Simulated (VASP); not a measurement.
**Cs3H: relaxation of cell and atoms with PBE**

Crystal: Cs3H.

```
CELL_PARAMETERS angstrom
4.77001 0.00000 0.00000
0.00000 4.94312 0.00000
0.00000 0.00000 7.11378
ATOMIC_POSITIONS crystal
Cs 0.00000 0.00000 0.50000
Cs 0.50000 0.50000 0.27499
Cs 0.50000 0.50000 0.72501
H 0.00000 0.50000 0.50000
```

The cell was generated, and may not be a known phase.

```json
{
 "Program": "VASP 6.6.1",
 "Task": "relaxation of cell and atoms",
 "Functional": "PBE",
 "Potentials or basis": "VASP PAW PBE potentials, release 64 (Cs_sv, H)",
 "Cutoff": "600 eV",
 "k mesh": "4 × 4 × 4",
 "Occupations": "gaussian, width 0.1 eV",
 "Spin": "no spin polarisation",
 "Dipole correction": "no",
 "Further INCAR settings": "ALGO = Normal; EDIFF = 1e-06; IBRION = 2; EDIFFG = -0.04; NSW = 90; ISIF = 3"
}
```

```yaml
Relaxed_volume: 76.15 Å³/atom
Relaxed_cell: a = 5.032 Å, b = 6.483 Å, c = 9.337 Å, α = 90.00°, β = 90.00°, γ = 90.00°
Space_group_after_relaxing_to_0.1_Å: Pmmm (No. 47)
Energy_gained_by_relaxing: 428.0 meV/atom
Ionic_steps: 13
Pressure_after_relaxing: 0.0 GPa
Largest_force_after_relaxing: 0.039 eV/Å
Band_gap_on_the_k_mesh: zero (bands 14 and 15 overlap by 1.20 eV)
```

Forces on the atoms (eV/Å):
```
Cs   0.000  0.000  0.000
Cs   0.000  0.000  0.039
Cs   0.000  0.000 -0.039
H    0.000  0.000  0.000
```

The path:
```
step  energy change (eV)  largest force (eV/Å)  pressure (GPa)  volume (Å³)
   1              0.0000                1.5070            5.54       167.73
   2             -1.1021                0.5086            2.20       205.25
   3             -1.5192                0.1345            0.87       241.70
   4             -1.6186                0.2400           -0.30       326.18
   5             -1.6616                0.1585           -0.05       298.06
   6             -1.6635                0.1386            0.01       292.26
   7             -1.6769                0.1220            0.01       293.11
   8             -1.7021                0.0822            0.02       295.31
   9             -1.6965                0.0258            0.07       298.14
  10             -1.7078                0.0524            0.04       296.85
  11             -1.7079                0.0551            0.03       296.69
  12             -1.7093                0.0511            0.02       298.65
  13             -1.7119                0.0391           -0.03       304.58
```

Final structure:
```yaml
crystal:
  lattice:
    - [5.03161, 0.00000, 0.00000]
    - [0.00000, 6.48298, 0.00000]
    - [0.00000, 0.00000, 9.33738]
  atoms:
    - { symbol: Cs, position: [0.00000, 0.00000, 0.50000] }
    - { symbol: Cs, position: [0.50000, 0.50000, 0.25652] }
    - { symbol: Cs, position: [0.50000, 0.50000, 0.74348] }
    - { symbol: H, position: [0.00000, 0.50000, 0.50000] }
```

Levels at points of the mesh, in eV from the Fermi level:
```csv
k point,band 11,band 12,band 13,band 14,band 15,band 16,band 17,band 18
"(0.00, 0.00, 0.00)",-10.47,-10.41,-3.12,-1.04,0.19,0.28,1.18,1.64
"(0.50, 0.00, 0.00)",-10.54,-10.46,-2.84,-0.06,0.33,0.48,1.09,1.53
"(0.00, 0.50, 0.00)",-10.50,-10.46,-2.66,-0.50,0.17,0.23,0.42,1.55
"(0.50, 0.50, 0.00)",-10.56,-10.42,-2.44,0.18,0.23,1.01,1.31,1.37
"(0.00, 0.00, 0.50)",-10.47,-10.41,-3.06,-0.88,-0.62,0.96,1.29,1.73
"(0.50, 0.00, 0.50)",-10.54,-10.46,-2.83,0.09,0.51,0.51,1.19,1.31
"(0.00, 0.50, 0.50)",-10.50,-10.44,-2.60,-0.42,-0.30,0.19,1.40,1.60
"(0.50, 0.50, 0.50)",-10.56,-10.42,-2.43,0.58,0.61,0.89,0.99,1.04
```

Run time: 23 min on 1 thread of Intel Xeon 8259CL (shared host), peak memory 0.36 GiB.

Caveat: the volume moved by over 15 % at a fixed basis, so the end points are rough; spin-orbit coupling is left out, which moves the levels of the heavy elements.
